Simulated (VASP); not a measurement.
# ScBe4Al2B3 (P-6m2) in VASP: further runs

ScBe4Al2B3 is run at these levels: PBE; tasks: single point, relaxation of cell and atoms.

All numbers are computed with VASP 6.6.1; they aren't measurements. Logs are shortened: lines on timing, memory, paths and dates and some standing lists are left out, and cuts for length are marked.

## 1. The cell of the first run

Symmetry: P-6m2, No. 187, hexagonal system. Conventional cell: a = 4.132 Å, b = 4.132 Å, c = 8.667 Å, α = 90.00°, β = 90.00°, γ = 120.00°. Within 3.2 Å of Sc (site symmetry -6m2) lie 9 Be at 2.39 to 3.10 Å and 3 Al at 2.39 Å. Within 2.6 Å of Be (site symmetry 3m) lie 1 Be at 1.99 Å and 1 Al at 2.35 Å and 3 B at 2.41 Å. Within 2.6 Å of Be (site symmetry -6m2) lie 2 Be at 1.99 Å and 3 Al at 2.39 Å and 3 Sc at 2.39 Å. Be (site symmetry -6m2) has 5 B at 2.01 to 2.39 Å and 3 Al at 2.39 Å within 2.7 Å. Within 3.2 Å of Al (site symmetry -6m2) lie 2 B at 2.32 Å and 9 Be at 2.39 to 3.10 Å and 3 Sc at 2.39 Å. Al (site symmetry -6m2) has 5 Be at 2.35 to 2.39 Å and 9 B at 2.39 to 3.12 Å within 3.2 Å. Within 2.7 Å of B (site symmetry 3m) lie 4 Be at 2.01 to 2.41 Å and 1 Al at 2.32 Å. Within 3.2 Å of B (site symmetry -6m2) lie 3 Be at 2.39 Å and 3 Al at 2.39 Å and 6 B at 3.12 Å.

The cell was generated, and may not be a known phase.

## 2. Single point, PBE

The input, INCAR:

```
SYSTEM = ScBe4Al2B3
ALGO = Fast ; EDIFF = 1E-7
ENCUT = 520 ; GGA = PE
ISIF = 2 ; ISMEAR = 0
LASPH = .True. ; LCHARG = .True.
LELF = .True. ; LREAL = .False.
LVHAR = .True. ; LWAVE = .False.
NBANDS = 28 ; NELM = 80
PREC = Accurate ; SIGMA = 0.1
```

The input, KPOINTS:

```
k-points
0
Gamma
  12 12 6
  0 0 0
```

The input, POSCAR:

```
ScBe4Al2B3
1.0
    4.1321441066      0.0000000000      0.0000000000
   -2.0660720533      3.5785417685      0.0000000000
    0.0000000000      0.0000000000      8.6666358418
Sc Be Al B
1 4 2 3
Direct
    0.6666666667      0.3333333333      0.0000000000
    0.3333333333      0.6666666667      0.7707707998
    0.3333333333      0.6666666667      0.2292292002
    0.3333333333      0.6666666667      0.0000000000
    0.0000000000      0.0000000000      0.5000000000
    0.0000000000      0.0000000000      0.0000000000
    0.3333333333      0.6666666667      0.5000000000
    0.0000000000      0.0000000000      0.2679273138
    0.0000000000      0.0000000000      0.7320726862
    0.6666666667      0.3333333333      0.5000000000
```

Potentials or basis: VASP PAW PBE potentials, release 64 (Sc_sv, Be, Al, B).

Run with:

```console
$ cat potpaw_PBE.64/Sc_sv/POTCAR potpaw_PBE.64/Be/POTCAR potpaw_PBE.64/Al/POTCAR potpaw_PBE.64/B/POTCAR > POTCAR
$ mpirun -np 1 vasp_std > vasp.out
```

OUTCAR:

```text
SYSTEM = ScBe4Al2B3
   EDIFF = 1E-7
   ENCUT = 520
   GGA = PE
   ISIF = 2
   ISMEAR = 0
   LASPH = .True.
   LREAL = .False.
   NELM = 80
   PREC = Accurate

 ion  position               nearest neighbor table
   1  0.667  0.333  0.000-   4 2.39   6 2.39   4 2.39   6 2.39   6 2.39   4 2.39
   2  0.333  0.667  0.771-   4 1.99   7 2.35
   3  0.333  0.667  0.229-   4 1.99   7 2.35
   4  0.333  0.667  0.000-   2 1.99   3 1.99   6 2.39   1 2.39   1 2.39   6 2.39   6 2.39   1 2.39

   5  0.000  0.000  0.500-   8 2.01   9 2.01   7 2.39   7 2.39   7 2.39
   6  0.000  0.000  0.000-   8 2.32   9 2.32   1 2.39   4 2.39   1 2.39   4 2.39   1 2.39   4 2.39

   7  0.333  0.667  0.500-   2 2.35   3 2.35   5 2.39  10 2.39  10 2.39   5 2.39   5 2.39  10 2.39

   8  0.000  0.000  0.268-   5 2.01   6 2.32
   9  0.000  0.000  0.732-   5 2.01   6 2.32
  10  0.667  0.333  0.500-   7 2.39   7 2.39   7 2.39

  LATTYP: Found a hexagonal cell.
 ALAT       =     4.1321441066
 C/A-ratio  =     2.0973701832

  Lattice vectors:

 A1 = (   4.1321441066,   0.0000000000,   0.0000000000)
 A2 = (  -2.0660720533,   3.5785417685,   0.0000000000)
 A3 = (   0.0000000000,   0.0000000000,   8.6666358418)

Analysis of symmetry for initial positions (statically):
=====================================================================
 Subroutine PRICEL returns:
 Original cell was already a primitive cell.

 Routine SETGRP: Setting up the symmetry group for a
 hexagonal supercell.

 Subroutine GETGRP returns: Found 12 space group operations
 (whereof 12 operations were pure point group operations)
 out of a pool of 24 trial point group operations.

The static configuration has the point symmetry D_3h.

Analysis of symmetry for dynamics (positions and initial velocities):
=====================================================================
 Subroutine PRICEL returns:
 Original cell was already a primitive cell.

 Routine SETGRP: Setting up the symmetry group for a
 hexagonal supercell.

 Subroutine GETGRP returns: Found 12 space group operations
 (whereof 12 operations were pure point group operations)
 out of a pool of 24 trial point group operations.

The dynamic configuration has the point symmetry D_3h.

 Subroutine INISYM returns: Found 12 space group operations
 (whereof 12 operations are pure point group operations),
 and found     1 'primitive' translations

----------------------------------------------------------------------------------------

                                     Primitive cell

  volume of cell :     128.1540

  direct lattice vectors                    reciprocal lattice vectors
     4.132144107  0.000000000  0.000000000     0.242005113  0.139721717  0.000000000
    -2.066072053  3.578541769  0.000000000     0.000000000  0.279443434  0.000000000
     0.000000000  0.000000000  8.666635842     0.000000000  0.000000000  0.115385026

  length of vectors
     4.132144107  4.132144107  8.666635842     0.279443434  0.279443434  0.115385026

  position of ions in fractional coordinates (direct lattice)
     0.666666667  0.333333333  0.000000000
     0.333333333  0.666666667  0.770770800
     0.333333333  0.666666667  0.229229200
     0.333333333  0.666666667  0.000000000
     0.000000000  0.000000000  0.500000000
     0.000000000  0.000000000  0.000000000
     0.333333333  0.666666667  0.500000000
     0.000000000  0.000000000  0.267927314
     0.000000000  0.000000000  0.732072686
     0.666666667  0.333333333  0.500000000

  ion indices of the primitive-cell ions
   primitive index   ion index
                 1           1
                 2           2
                 3           3
                 4           4
                 5           5
                 6           6
                 7           7
                 8           8
                 9           9
                10          10

----------------------------------------------------------------------------------------

 KPOINTS: k-points

Automatic generation of k-mesh.
 Grid dimensions read from file:
[... 47 lines left out ...]
  volume of cell :      128.15
 maximum number of plane-waves:      3536
 NGX is ok and might be reduce to    32
   NGX = 15   NGY = 15   NGZ = 33

 number of electron      34.0000000 magnetization

 Free energy of the ion-electron system (eV)
  ---------------------------------------------------
  ext. energy  EPLUGINS =         0.00000000
  ---------------------------------------------------
  free energy    TOTEN  =       -37.55579027 eV

  energy without entropy =      -37.53364590  energy(sigma->0) =      -37.54471808

 E-fermi :   4.9780     XC(G=0): -10.0102

 val. band max:        4.9773144735   @ k =   0.1667   0.0000   0.5000
 cond. band min:       4.9845479767   @ k =   0.2500   0.1667   0.5000
 fundamental gap:      0.0072335032
 Fermi energy:         4.9779689589

 k-point     1 :       0.0000    0.0000    0.0000
  band No.  band energies     occupation
      1     -44.2731      2.00000
      2     -23.1248      2.00000
      3     -23.1248      2.00000
      4     -22.9048      2.00000
      5      -5.4767      2.00000
      6      -3.9351      2.00000
[... 20 lines left out ...]
     27       8.3124      0.00000
     28       8.3587      0.00000

 k-point     2 :       0.0833    0.0000    0.0000
  band No.  band energies     occupation
      1     -44.2729      2.00000
      2     -23.1281      2.00000
      3     -23.1257      2.00000
      4     -22.9044      2.00000
      5      -5.4073      2.00000
      6      -3.8598      2.00000
[... 20 lines left out ...]
     27       8.2000      0.00000
     28       8.5573      0.00000

 k-point     3 :       0.1667    0.0000    0.0000
  band No.  band energies     occupation
      1     -44.2725      2.00000
      2     -23.1372      2.00000
      3     -23.1280      2.00000
      4     -22.9034      2.00000
      5      -5.2002      2.00000
      6      -3.6382      2.00000
[... 616 lines left out ...]
      3     -23.1311      2.00000
      4     -22.9020      2.00000
      5      -4.8296      2.00000
      6      -3.5307      2.00000
[... 20 lines left out ...]
     27       8.6812      0.00000
     28       8.8732      0.00000

 k-point    24 :       0.3333    0.0000    0.1667
  band No.  band energies     occupation
      1     -44.2711      2.00000
      2     -23.1620      2.00000
      3     -23.1342      2.00000
      4     -22.9005      2.00000
      5      -4.3614      2.00000
      6      -3.1028      2.00000
[... 20 lines left out ...]
     27       8.9548      0.00000
     28       9.4342      0.00000

 [... further k-points ...]
[... 5 lines left out ...]
  --------------------------------------------------------------------------------------
  -------------------------------------------------------------------------------------
  Total        0.0513278      0.0513278      0.0746194      0.0000000     -0.0000000      0.0000000
  in kB        0.6416984      0.6416984      0.9328892      0.0000000     -0.0000000      0.0000000
  external PRESSURE =       0.7387620 kB  Pullay stress =       0.0000000 kB

 VOLUME and BASIS-vectors are now :
 -----------------------------------------------------------------------------
  energy-cutoff  :      520.00
  volume of cell :      128.15
      direct lattice vectors                 reciprocal lattice vectors
     4.132144107  0.000000000  0.000000000     0.242005113  0.139721717  0.000000000
    -2.066072053  3.578541769  0.000000000     0.000000000  0.279443434  0.000000000
     0.000000000  0.000000000  8.666635842     0.000000000  0.000000000  0.115385026

 POSITION                                       TOTAL-FORCE (eV/Angst)
 -----------------------------------------------------------------------------------
      2.06607      1.19285      0.00000         0.000000      0.000000      0.000000
     -0.00000      2.38569      6.67999         0.000000     -0.000000     -0.012075
     -0.00000      2.38569      1.98665         0.000000     -0.000000      0.012075
     -0.00000      2.38569      0.00000         0.000000     -0.000000      0.000000
      0.00000      0.00000      4.33332         0.000000     -0.000000      0.000000
      0.00000      0.00000      0.00000        -0.000000      0.000000      0.000000
     -0.00000      2.38569      4.33332        -0.000000     -0.000000      0.000000
      0.00000      0.00000      2.32203         0.000000     -0.000000     -0.006621
      0.00000      0.00000      6.34461         0.000000     -0.000000      0.006621
      2.06607      1.19285      4.33332        -0.000000      0.000000      0.000000
 -----------------------------------------------------------------------------------
    total drift:                                0.000000     -0.000000     -0.000000

  FREE ENERGIE OF THE ION-ELECTRON SYSTEM (eV)
  ---------------------------------------------------
  free  energy   TOTEN  =       -37.5557902679 eV

  energy  without entropy=      -37.5336458961  energy(sigma->0) =      -37.54471808
```

It took 11 min on 1 thread of Intel Xeon 8259CL, shared host; peak memory 0.43 GiB.

What came out:

```yaml
Free_energy: -37.5558 eV
Pressure: 0.1 GPa
Largest_force: 0.012 eV/Å
Band_gap_on_the_k_mesh: zero (bands 17 and 18 overlap by 1.29 eV)
```

Forces in eV/Å, atoms in the order of the input:
```
Sc   0.000  0.000  0.000
Be   0.000  0.000 -0.012
Be   0.000  0.000  0.012
Be   0.000  0.000  0.000
Be   0.000  0.000  0.000
Al   0.000  0.000  0.000
Al   0.000  0.000  0.000
B    0.000  0.000 -0.007
B    0.000  0.000  0.007
B    0.000  0.000  0.000
```

Levels at points of the mesh, in eV from the Fermi level:
```
           k point  band 15  band 16  band 17  band 18  band 19  band 20
(0.00, 0.00, 0.00)    -0.36    -0.10     0.07     0.07     0.56     0.57
(0.50, 0.00, 0.00)    -1.51    -1.15    -1.06    -0.64     0.09     0.65
(0.00, 0.00, 0.50)    -0.70    -0.70     0.64     0.71     0.91     0.91
(0.50, 0.00, 0.50)    -1.63    -0.63    -0.48     0.39     0.44     0.59
```

## 3. Single point, PBE, collinear spin

This run uses another cell than the first one, of 12.79 Å³/atom.

The input, INCAR:

```
PREC = Accurate ; ENCUT = 520
EDIFF = 1E-6 ; ISMEAR = 0
SIGMA = 0.1 ; LREAL = False
LASPH = True ; NELM = 150
ALGO = Normal ; ISIF = 2
LWAVE = False ; LCHARG = True
ISPIN = 2 ; MAGMOM = 1 0 0 0 0 0 0 0 0 0
LORBIT = 11 ; LMAXMIX = 4
GGA = PE ; LELF = True
LVHAR = True ; NBANDS = 32
```

The input, KPOINTS:

```
Automatic mesh
0
Gamma
  6 6 2
```

The input, POSCAR:

```
ScBe4Al2B3
1.0
    4.1146270615      0.0000000000      0.0000000000
   -2.0573135307      3.5633715623      0.0000000000
    0.0000000000      0.0000000000      8.7227004018
Sc Be Al B
1 4 2 3
Direct
    0.6666666667      0.3333333333      0.0000000000
    0.3333333333      0.6666666667      0.7714686257
    0.3333333333      0.6666666667      0.2285313743
    0.3333333333      0.6666666667      0.0000000000
    0.0000000000      0.0000000000      0.5000000000
    0.0000000000      0.0000000000      0.0000000000
    0.3333333333      0.6666666667      0.5000000000
    0.0000000000      0.0000000000      0.2657365162
    0.0000000000      0.0000000000      0.7342634838
    0.6666666667      0.3333333333      0.5000000000
```

Potentials or basis: VASP PAW PBE potentials, release 64 (Sc_sv, Be, Al, B).

Run with:

```console
$ cat potpaw_PBE.64/Sc_sv/POTCAR potpaw_PBE.64/Be/POTCAR potpaw_PBE.64/Al/POTCAR potpaw_PBE.64/B/POTCAR > POTCAR
$ mpirun -np 1 vasp_std > vasp.out
```

Wall time 4 min (1 thread of Intel Xeon 8259CL, shared host); peak memory 0.36 GiB.

Results (log left out):

* Free energy: -37.5327 eV
* Pressure: 0.0 GPa
* Largest force: 0.097 eV/Å
* Band gap on the k mesh: zero (filled and empty bands overlap)
* Net moment: 0.00 μB per cell
* Valence electrons inside the program's atomic spheres: Sc 9.90; Be 0.89, 1.37, 1.01 (each value once); Al 0.91, 0.79; B 1.53, 1.51 (each value once)

Forces in eV/Å, atoms in the order of the input:
```
Sc   0.000  0.000  0.000
Be   0.000  0.000  0.030
Be   0.000  0.000 -0.030
Be   0.000  0.000  0.000
Be   0.000  0.000  0.000
Al   0.000  0.000  0.000
Al   0.000  0.000  0.000
B    0.000  0.000 -0.097
B    0.000  0.000  0.097
B    0.000  0.000  0.000
```

Stress tensor (GPa, compression positive):
```
 0.10  0.00  0.00
 0.00  0.10  0.00
 0.00  0.00 -0.17
```

Levels at points of the mesh, in eV from the Fermi level:
Spin up:
```
           k point  band 13  band 14  band 15  band 16  band 17  band 18  band 19  band 20  band 21  band 22
(0.00, 0.00, 0.00)    -1.35    -0.34    -0.34    -0.06     0.06     0.06     0.61     0.63     1.22     1.22
(0.50, 0.00, 0.00)    -2.91    -1.77    -1.54    -1.19    -1.14    -0.67     0.03     0.60     1.01     2.01
(0.00, 0.00, 0.50)    -1.45    -1.20    -0.68    -0.68     0.70     0.79     0.90     0.90     1.22     1.22
(0.50, 0.00, 0.50)    -3.24    -2.32    -1.60    -0.70    -0.50     0.29     0.40     0.54     1.05     1.14
```
Spin down:
```tsv
k point	band 15	band 16	band 17	band 18	band 19	band 20
(0.00, 0.00, 0.00)	-0.34	-0.06	0.06	0.06	0.61	0.63
(0.50, 0.00, 0.00)	-1.54	-1.19	-1.14	-0.67	0.03	0.60
(0.00, 0.00, 0.50)	-0.68	-0.68	0.70	0.79	0.90	0.90
(0.50, 0.00, 0.50)	-1.60	-0.70	-0.50	0.29	0.40	0.54
```

Caveat: the k points lie up to 0.36 Å⁻¹ apart, too coarse for converged energies and pressures of a metal.

## 4. Relaxation of cell and atoms, PBE

This run uses another cell than the first one, of 11.93 Å³/atom.

The input, INCAR:

```
PREC = Accurate ; ENCUT = 600
EDIFF = 1E-6 ; ISMEAR = 0
SIGMA = 0.1 ; LREAL = False
LASPH = True ; NELM = 100
ALGO = Normal ; ISIF = 3
LWAVE = False ; LCHARG = False
GGA = PE ; IBRION = 2
NSW = 90 ; EDIFFG = -0.04
```

The input, KPOINTS:

```
Automatic mesh
0
Gamma
  6 6 4
```

The input, POSCAR:

```
ScBe4Al2B3
1.0
    4.3610089700      0.0000000000      0.0000000000
   -2.1805044900      3.7767445500      0.0000000000
    0.0000000000      0.0000000000      7.2414407900
Sc Be Al B
1 4 2 3
Direct
    0.6666666700      0.3333333300      0.0000000000
    0.3333333300      0.6666666700      0.7558285600
    0.3333333300      0.6666666700      0.2441714400
    0.3333333300      0.6666666700      0.0000000000
    0.0000000000      0.0000000000      0.5000000000
    0.0000000000      0.0000000000      0.0000000000
    0.3333333300      0.6666666700      0.5000000000
    0.0000000000      0.0000000000      0.2458927600
    0.0000000000      0.0000000000      0.7541072400
    0.6666666700      0.3333333300      0.5000000000
```

Run with:

```console
$ cat potpaw_PBE.64/Sc_sv/POTCAR potpaw_PBE.64/Be/POTCAR potpaw_PBE.64/Al/POTCAR potpaw_PBE.64/B/POTCAR > POTCAR
$ mpirun -np 1 vasp_std > vasp.out
```

Wall time 18 min (1 thread of Intel Xeon 8259CL, shared host); peak memory 0.34 GiB.

It converged, with:

| Quantity | Value |
| --- | --- |
| Free energy | -37.5618 eV |
| Relaxed volume | 12.80 Å³/atom |
| Relaxed cell | a = 4.114 Å, b = 4.114 Å, c = 8.733 Å, α = 90.00°, β = 90.00°, γ = 120.00° |
| Space group after relaxing (to 0.1 Å) | P-6m2 (No. 187) |
| Energy gained by relaxing | 435.9 meV/atom |
| Ionic steps | 11 |
| Pressure after relaxing | 0.0 GPa |
| Largest force after relaxing | 0.034 eV/Å |
| Band gap on the k mesh | zero (bands 17 and 18 overlap by 1.38 eV) |

Forces on the atoms (eV/Å):
```
Sc   0.000  0.000  0.000
Be   0.000  0.000 -0.034
Be   0.000  0.000  0.034
Be   0.000  0.000  0.000
Be   0.000  0.000  0.000
Al   0.000  0.000  0.000
Al   0.000  0.000  0.000
B    0.000  0.000 -0.017
B    0.000  0.000  0.017
B    0.000  0.000  0.000
```

Stress tensor (GPa, compression positive):
```
 0.10  0.00  0.00
 0.00  0.10  0.00
 0.00  0.00 -0.06
```

The path:
| step | energy change (eV) | largest force (eV/Å) | pressure (GPa) | volume (Å³) |
| --- | --- | --- | --- | --- |
| 1 | 0.0000 | 5.1971 | 21.04 | 119.27 |
| 2 | -3.7819 | 0.6533 | -7.34 | 145.85 |
| 3 | -3.9810 | 0.3881 | -2.72 | 136.40 |
| 4 | -3.9937 | 0.5220 | -4.16 | 138.86 |
| 5 | -3.9957 | 0.5001 | -3.91 | 138.37 |
| 6 | -4.2468 | 0.2264 | -2.13 | 132.67 |
| 7 | -4.3404 | 0.2496 | 0.57 | 127.39 |
| 8 | -4.3524 | 0.1695 | 0.13 | 127.98 |
| 9 | -4.3562 | 0.0948 | -0.29 | 128.62 |
| 10 | -4.3587 | 0.0418 | -0.06 | 128.18 |
| 11 | -4.3590 | 0.0339 | 0.05 | 127.98 |

Final structure:
```
Sc Be Al B
1.0
     4.11365    0.00000    0.00000
    -2.05683    3.56253    0.00000
     0.00000    0.00000    8.73284
Sc Be Al B
1 4 2 3
Direct
  0.66667 0.33333 0.00000
  0.33333 0.66667 0.77183
  0.33333 0.66667 0.22817
  0.33333 0.66667 0.00000
  0.00000 0.00000 0.50000
  0.00000 0.00000 0.00000
  0.33333 0.66667 0.50000
  0.00000 0.00000 0.26588
  0.00000 0.00000 0.73412
  0.66667 0.33333 0.50000
```

Levels at points of the mesh, in eV from the Fermi level:
| k point | band 14 | band 15 | band 16 | band 17 | band 18 | band 19 | band 20 | band 21 |
| --- | --- | --- | --- | --- | --- | --- | --- | --- |
| (0.00, 0.00, 0.00) | -0.38 | -0.38 | -0.10 | 0.04 | 0.04 | 0.58 | 0.61 | 1.18 |
| (0.50, 0.00, 0.00) | -1.80 | -1.56 | -1.22 | -1.18 | -0.71 | 0.00 | 0.58 | 0.98 |
| (0.00, 0.00, 0.50) | -1.24 | -0.71 | -0.71 | 0.68 | 0.77 | 0.88 | 0.88 | 1.18 |
| (0.50, 0.00, 0.50) | -2.34 | -1.63 | -0.74 | -0.52 | 0.24 | 0.36 | 0.51 | 1.01 |

Caveat: a cell axis changed by over 15 % at a fixed basis, so the end point is rough.

## 5. Overview

```csv
task,spin,cell,k mesh,cutoff (eV),gap on the mesh (eV),pressure (GPa),largest force (eV/Å)
single point,off,"a = 4.132, b = 4.132, c = 8.667 Å, angles 90.0, 90.0, 120.0°, 10 atoms, atomic positions A",12 × 12 × 6,520,none,0.1,0.01
single point,collinear,"a = 4.115, b = 4.115, c = 8.723 Å, angles 90.0, 90.0, 120.0°, 10 atoms, atomic positions B",6 × 6 × 2,520,none,0.0,0.10
relaxation of cell and atoms,off,"relaxed from a = 4.361, b = 4.361, c = 7.241 Å, angles 90.0, 90.0, 120.0°, 10 atoms, atomic positions C",6 × 6 × 4,600,none,0.0,0.03
```

Alike in all rows: level PBE; potentials or basis VASP PAW PBE potentials, release 64 (Sc_sv, Be, Al, B); smearing gaussian 0.1 eV.

Caveats: some runs use coarse meshes; a cell axis changed by over 15 % at a fixed basis, so the end point is rough (at least some runs).

Absolute energies hang on the potentials; compare differences alone.

The gap in the log of VASP goes by the Fermi energy; the results here count the filled bands.